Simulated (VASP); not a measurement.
Runs of VASP 6.6.1 on KMgF3. The structure is that of space group Pm-3m (No. 221), or close to it. The cells are those of the table. 

```csv
cell,gap on the mesh (eV),pressure (GPa)
"a = 3.667 Å, 5 atoms",(b),32.9
"a = 3.986, b = 3.986, c = 4.145 Å, 5 atoms",6.82,(a)
"a = 3.667, b = 3.667, c = 3.826 Å, 5 atoms",8.80,25.1
"a = 4.305 Å, 5 atoms",5.64,-10.3
"a = 4.145, b = 4.145, c = 3.986 Å, 5 atoms",6.56,(c)
```

Alike in all rows: task single point; level PBEsol; potentials or basis VASP PAW PBE potentials, release 64 (K_sv, Mg, F); no spin polarisation; k mesh 6 × 6 × 6; cutoff (eV) 520; smearing gaussian 0.05 eV.

Fill in the values left out.

(a) -2.6; (b) 9.29; (c) -4.8.

Caveats: the PAW data sets were made with another functional, which shifts forces and pressure a little.

A k mesh can miss the band edges.
